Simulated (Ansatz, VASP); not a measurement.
# BP: VASP beside Ansatz

INCAR

```
SYSTEM = BP
  PREC = Accurate
  ENCUT = 500
  EDIFF = 1E-7
  ISMEAR = 0
  SIGMA = 0.02
  LREAL = .False.
  LASPH = .True.
  NELM = 120
  ALGO = Normal
  ISIF = 3
  LWAVE = .False.
  LCHARG = .False.
  GGA = PE
  IVDW = 12
  IBRION = 2
  NSW = 70
  EDIFFG = -0.02
  GGA_COMPAT = .False.
  NELMIN = 4
```

Contents of KPOINTS:

```
Automatic mesh
0
Gamma
  10 10 10
  0 0 0
```

The input POSCAR:

```
BP
1.0
    0.0000000000      2.2660722700      2.2660722700
    2.2660722700      0.0000000000      2.2660722700
    2.2660722700      2.2660722700      0.0000000000
B P
1 1
Direct
    0.0000000000      0.0000000000      0.0000000000
    0.2500000000      0.2500000000      0.2500000000
```

Input for Ansatz:

```yaml
crystal:
  lattice:
    - [0.0, 2.266072, 2.266072]
    - [2.266072, 0.0, 2.266072]
    - [2.266072, 2.266072, 0.0]
  atoms:
    - { symbol: B, position: [0.0, 0.0, 0.0] }
    - { symbol: P, position: [0.25, 0.25, 0.25] }
basis:
  ecutwfc: 420
kpoints:
  mp_grid: { grid: [10, 10, 10] }
hamiltonian:
  xc: pbe
  dispersion: d3bj
scf:
  occupations: { method: gaussian, width: 0.02 }
output:
  forces: true
  stress: true
  eigenvalues: true
relax:
  adjacent_minimum: "off"
  f_tol: 0.02
  max_steps: 50
  cell: { stress_tol: 0.1 }
```

Alike in both runs: task relaxation of cell and atoms; functional PBE; dispersion D3(BJ); k mesh 10 × 10 × 10; occupations gaussian, width 0.02 eV; no spin polarisation.

|  | VASP | Ansatz |
| --- | --- | --- |
| version | VASP 6.6.1 | Ansatz 0.2.0 |
| potentials or method | VASP PAW PBE potentials, release 64 (B, P), cutoff 500 eV | scalar-relativistic, plane waves, PAW |
| valence electrons in the cell | 8 | 8 |

```tsv
	VASP	Ansatz	Ansatz less VASP
gap on the k mesh at the Fermi level, each at its own relaxed structure (eV)	1.21	1.22	+0.006
relaxed volume (Å³/atom)	11.43	11.45	+0.016
relaxed cell length with the largest relative difference (Å)	3.186	3.187	+0.0015
```
